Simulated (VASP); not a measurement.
A run of VASP 6.6.1:

INCAR

```
ALGO = Normal
EDIFF = 1E-6
ENCUT = 520
ISIF = 2
ISMEAR = 0
LASPH = True
LCHARG = False
LREAL = False
LWAVE = False
NBANDS = 43
NELM = 100
PREC = Accurate
SIGMA = 0.01
```

File KPOINTS:

```
k-points
0
Gamma
  9 9 6
```

The input POSCAR:

```
Si2Mo
1.0
    4.5505415691      0.0000000000      0.0000000000
   -2.2752707846      3.9408845998      0.0000000000
    0.0000000000      0.0000000000      6.5313770043
Si Mo
6 3
Direct
    0.1642264869      0.8357735131      0.8333333333
    0.3284529739      0.1642264869      0.1666666667
    0.8357735131      0.6715470261      0.5000000000
    0.8357735131      0.1642264869      0.8333333333
    0.6715470261      0.8357735131      0.1666666667
    0.1642264869      0.3284529739      0.5000000000
    0.5000000000      0.0000000000      0.5000000000
    0.0000000000      0.5000000000      0.1666666667
    0.5000000000      0.5000000000      0.8333333333
```

Potentials or basis: VASP PAW LDA potentials, release 64 (Si, Mo_sv).

Run with:

```bash
$ cat potpaw_LDA.64/Si/POTCAR potpaw_LDA.64/Mo_sv/POTCAR > POTCAR
$ mpirun -np 1 vasp_std > vasp.out
```

Hardware: 1 thread of Intel Xeon 8259CL, on a shared host.

Problem. How long does it take, and how much memory?

Solution. It took 4.5 min on 1 thread of Intel Xeon 8259CL, on a shared host, peak memory 0.32 GiB. Counts: scf iterations 13, k points 48.
